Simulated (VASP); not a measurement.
## Be2Si: single point with PBEsol

Be2Si:

```
CELL_PARAMETERS angstrom
0.00000 5.26836 5.26836
5.26836 0.00000 5.26836
5.26836 5.26836 0.00000
ATOMIC_POSITIONS crystal
Si 0.02909 0.99997 0.00103
Si 0.97063 0.02060 0.50388
Si 0.02149 0.49836 0.99658
Si 0.99790 0.46258 0.49906
Si 0.50729 0.98862 0.99617
Si 0.49119 0.00289 0.49696
Si 0.48423 0.52622 0.99877
Si 0.46544 0.50824 0.52260
Be 0.09852 0.15388 0.14597
Be 0.40711 0.35306 0.41988
Be 0.13279 0.11045 0.60689
Be 0.35766 0.38870 0.89251
Be 0.11197 0.62392 0.16257
Be 0.34541 0.83998 0.38387
Be 0.05625 0.69235 0.63541
Be 0.42709 0.88050 0.84723
Be 0.64262 0.12247 0.10503
Be 0.89731 0.38206 0.35259
Be 0.65911 0.04076 0.62225
Be 0.85947 0.40605 0.85789
Be 0.64835 0.60926 0.13297
Be 0.90015 0.87060 0.36166
Be 0.61236 0.64253 0.61851
Be 0.86721 0.90342 0.84383
```

* Program: VASP 6.6.1
* Task: single point
* Functional: PBEsol
* Potentials or basis: VASP PAW PBE potentials, release 64 (Si, Be)
* Cutoff: 520 eV
* k mesh: 2 × 2 × 2
* Occupations: fermi-dirac, width 0.19 eV
* Spin: no spin polarisation

The pressure is 4.8 GPa and the largest force is 3.282 eV/Å. The band gap on the k mesh is 0.09 eV, indirect (least direct gap 0.25 eV).

Forces in eV/Å, atoms in the order of the input:
```
Si  -0.564 -0.833  0.191
Si  -0.683 -0.491  2.846
Si   1.160 -2.335  0.131
Si   2.612  1.457  1.353
Si   1.653  0.456  0.448
Si  -1.962 -1.342  0.213
Si  -0.329  1.198 -0.621
Si   0.648  2.101  0.547
Be  -1.320  0.350  0.189
Be  -1.749 -2.066 -1.154
Be   0.599  0.882 -0.371
Be  -0.907  1.493  0.658
Be  -0.575 -0.680  0.815
Be   1.010 -0.926  1.400
Be  -2.037  1.399 -1.333
Be  -0.246 -0.861 -1.424
Be   0.163 -0.181  0.411
Be  -0.175 -1.398 -1.010
Be   1.831 -0.408 -0.667
Be   0.122  0.575 -0.303
Be   0.397 -0.227 -0.536
Be  -0.256 -0.348 -0.742
Be  -0.511  0.544 -0.650
Be   1.119  1.640 -0.389
```

Stress tensor (GPa, compression positive):
```
 4.06  0.96  2.27
 0.96  4.57 -0.74
 2.27 -0.74  5.74
```

Levels at points of the mesh, in eV from the valence-band top:
```
           k point  band 30  band 31  band 32  band 33  band 34  band 35
(0.00, 0.00, 0.00)    -0.29    -0.12     0.00     0.25     0.39     0.68
(0.50, 0.00, 0.00)    -0.74    -0.57    -0.03     0.24     0.61     0.68
(0.00, 0.50, 0.00)    -0.69    -0.40    -0.11     0.51     0.62     0.77
(0.00, 0.00, 0.50)    -0.64    -0.30    -0.13     0.17     0.59     0.88
(0.50, 0.50, 0.50)    -0.62    -0.53    -0.24     0.12     0.61     0.83
(0.50, 0.50, 0.00)    -1.15    -0.98    -0.91     0.26     0.50     0.97
(0.00, 0.50, 0.50)    -1.26    -1.10    -0.96     0.12     0.78     1.12
(0.50, 0.00, 0.50)    -1.32    -1.05    -0.93     0.09     0.61     0.99
```

It took 4.6 min on 1 thread of Intel Xeon 6975P-C, with other jobs on the host, peak memory 0.43 GiB.

Caveat: the k points lie up to 0.52 Å⁻¹ apart; the PAW data sets were made with another functional, which shifts forces and pressure a little. A k mesh can miss the band edges.
